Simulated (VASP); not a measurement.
Nb, 1 atom in the cell. It takes space group Fm-3m (No. 225, cubic). Conventional cell: a = 4.202 Å, b = 4.202 Å, c = 4.202 Å, α = 90.00°, β = 90.00°, γ = 90.00°. Within 3.9 Å of Nb (site symmetry m-3m) lie 12 Nb at 2.97 Å.  This cell differs from its parent crystal: volume scaled by 0.98.

```yaml
Program: VASP 6.6.1
Task: single point
Functional: PBE
Dispersion: D3(BJ)
Potentials_or_basis: VASP PAW PBE potentials, release 64 (Nb_sv)
Cutoff: 520 eV
k_mesh: 8 × 8 × 8
Occupations: methfessel-paxton, width 0.01 eV
Spin: non-collinear spin, zero start, spin-orbit coupling
Starting_moments: "[[0.0, 0.0, 0.0]] μB"
Dipole_correction: no
Further_INCAR_settings: ALGO = Normal; EDIFF = 1e-07; NBANDS = 24
```

Potentials or basis: VASP PAW PBE potentials, release 64 (Nb_sv).

Run with:

```bash
$ cat potpaw_PBE.64/Nb_sv/POTCAR > POTCAR
$ mpirun -np 1 vasp_ncl > vasp.out
```

Hardware: 1 thread of Intel(R) Xeon(R) Platinum 8259CL CPU @ 2.50GHz (Skylake/Cascade Lake), with other jobs on the host.

**Question.** How long does it take, and how much memory?

**Answer.** Wall time 30 s on 1 thread of Intel(R) Xeon(R) Platinum 8259CL CPU @ 2.50GHz (Skylake/Cascade Lake) (shared host), peak memory 0.21 GiB. Counts: scf iterations 15, k points 29.
